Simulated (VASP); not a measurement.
A run of VASP 6.6.1 is set up as follows.

POSCAR

```
Ag
1.0
    0.0000000000      2.0521673962      2.0521673962
    2.0521673962      0.0000000000      2.0521673962
    2.0521673962      2.0521673962      0.0000000000
Ag
1
Direct
    0.0000000000      0.0000000000      0.0000000000
```

File INCAR.step1:

```
SYSTEM = Ag
ALGO = Normal
EDIFF = 1E-4
ENCUT = 600
GGA = PE
ISMEAR = -1
LASPH = .TRUE.
LCHARG = .FALSE.
LREAL = .FALSE.
LWAVE = .TRUE.
NELM = 80
PREC = Accurate
SIGMA = 0.08
```

File INCAR.step2:

```
SYSTEM = Ag
ALGO = Normal
EDIFF = 1E-7
EDIFFG = -0.002
ENCUT = 600
IBRION = 2
ISIF = 3
ISMEAR = -1
ISTART = 1
LASPH = .TRUE.
LCHARG = .FALSE.
LMIXTAU = .TRUE.
LREAL = .FALSE.
LWAVE = .FALSE.
METAGGA = R2SCAN
NELM = 80
NSW = 100
PREC = Accurate
PSTRESS = 100.0
SIGMA = 0.08
```

File KPOINTS:

```
k-points
0
G
  24 24 24
  0 0 0
```

Potentials or basis: VASP PAW PBE potentials, release 64 (Ag).

Launch:

```sh
$ cat potpaw_PBE.64/Ag/POTCAR > POTCAR
$ cp INCAR.step1 INCAR
$ mpirun -np 1 vasp_std > vasp.out
$ cp INCAR.step2 INCAR
$ mpirun -np 1 vasp_std > vasp.out
```

(1) What does it give for the band gap on the k mesh?

(2) What does it give for the relaxed cell?

(3) Estimate the relaxed volume.

Answers

(1) zero (an odd number of electrons rules out a gap without spin polarisation).

(2) a = 2.830 Å, b = 2.830 Å, c = 2.830 Å, α = 60.00°, β = 60.00°, γ = 60.00°.

(3) 16.03 Å³/atom.

Caveat: the cell is relaxed towards a set pressure, so the run minimises the enthalpy, not the energy; the PAW data sets were made with another functional, which shifts forces and pressure a little.
